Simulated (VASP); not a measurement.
LiBe, 2 atoms in the cell. The structure is tetragonal, space group P4/mmm (No. 123). Conventional cell: a = 2.610 Å, b = 2.610 Å, c = 3.523 Å, α = 90.00°, β = 90.00°, γ = 90.00°. Within 3.7 Å of Li (site symmetry 4/mmm) lie 8 Be at 2.55 Å and 10 Li at 2.61 to 3.69 Å. Be (site symmetry 4/mmm) has 8 Li at 2.55 Å and 10 Be at 2.61 to 3.69 Å within 3.7 Å. 

| Item | Value |
| --- | --- |
| Program | VASP 6.6.1 |
| Task | relaxation of cell and atoms |
| Functional | PBE |
| Potentials or basis | VASP PAW PBE potentials, release 64 (Li_sv, Be) |
| Cutoff | 600 eV |
| k mesh | 18 × 18 × 13 |
| Occupations | fermi-dirac, width 0.1 eV |
| Spin | no spin polarisation |
| Dipole correction | no |
| Further INCAR settings | ALGO = Normal; EDIFF = 1e-07; IBRION = 2; EDIFFG = -0.03; NSW = 80; ISIF = 3 |

Potentials or basis: VASP PAW PBE potentials, release 64 (Li_sv, Be).

Command:

```sh
$ cat potpaw_PBE.64/Li_sv/POTCAR potpaw_PBE.64/Be/POTCAR > POTCAR
$ mpirun -np 1 vasp_std > vasp.out
```

Hardware: 1 thread of Intel Xeon 8259CL (shared host).

Problem. How long does it take, and how much memory?

Solution. Run time: 11 min on 1 thread of Intel Xeon 8259CL, with other jobs on the host, peak memory 0.21 GiB. Counts: scf iterations 103, k points 385, ion steps 14.
